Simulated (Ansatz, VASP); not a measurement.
## KBr in VASP and in Ansatz

File INCAR:

```
SYSTEM = KBr
PREC     = Accurate       ! precision mode
ENCUT    = 520            ! plane-wave cutoff, eV
EDIFF    = 1E-6           ! SCF threshold, eV
ISMEAR   = -1             ! smearing method
SIGMA    = 0.05           ! smearing width, eV
LREAL    = .False.        ! projectors in reciprocal space
LASPH    = .True.         ! aspherical terms in the spheres
NELM     = 80             ! most SCF steps
ALGO     = Normal         ! electronic algorithm
ISIF     = 2              ! what is computed and relaxed
LWAVE    = .False.        ! write WAVECAR
LCHARG   = .False.        ! write CHGCAR
NBANDS   = 15             ! bands
```

Contents of KPOINTS:

```
Automatic mesh
0
Gamma
  7 7 7
  0 0 0
```

File POSCAR:

```
KBr
1.0
    0.0000000000      3.3000000000      3.3000000000
    3.3000000000      0.0000000000      3.3000000000
    3.3000000000      3.3000000000      0.0000000000
Br K
1 1
Direct
    0.5000000000      0.5000000000      0.5000000000
    0.0000000000      0.0000000000      0.0000000000
```

input.yaml

```yaml
crystal:
  lattice:
    - [0.0, 3.3, 3.3]
    - [3.3, 0.0, 3.3]
    - [3.3, 3.3, 0.0]
  atoms:
    - { symbol: Br, position: [0.5, 0.5, 0.5] }
    - { symbol: K, position: [0.0, 0.0, 0.0] }
kpoints:
  mp_grid: { grid: [7, 7, 7] }
  band_path:
    path:
      - [0.0, 0.0, 0.0]
      - [0.5, 0.0, 0.5]
      - [0.5, 0.25, 0.75]
      - [0.375, 0.375, 0.75]
      - [0.0, 0.0, 0.0]
      - [0.5, 0.5, 0.5]
      - [0.625, 0.25, 0.625]
      - [0.5, 0.25, 0.75]
    npoints: 6
scf:
  occupations: { method: fermi_dirac, width: 0.05 }
hamiltonian:
  xc: lda
  pseudopotentials: { kind: all_electron, lapw: { basis_error: 0.001 } }
output:
  forces: true
  stress: true
  eigenvalues: true
```

Alike in both runs: functional LDA; k mesh 7 × 7 × 7; occupations fermi-dirac, width 0.05 eV; no spin polarisation.

|  | VASP | Ansatz |
| --- | --- | --- |
| version | VASP 6.6.1 | Ansatz 0.2.0 |
| potentials or method | VASP PAW LDA potentials, release 64 (Br, K_sv), cutoff 520 eV | all-electron LAPW, scalar-relativistic |
| task | single point | band structure |

```csv
,VASP,Ansatz,Ansatz less VASP
gap on the k mesh at the Fermi level (eV),4.04,4.03,-0.007
least direct gap on the mesh (eV),4.04,4.03,-0.007
pressure (GPa),-1.6,-1.6,-0.04
```

LDA's correlation is that of Perdew and Zunger in VASP and of Perdew and Wang (1992) in Ansatz. Ansatz ran all-electron here, and VASP with PAW potentials.
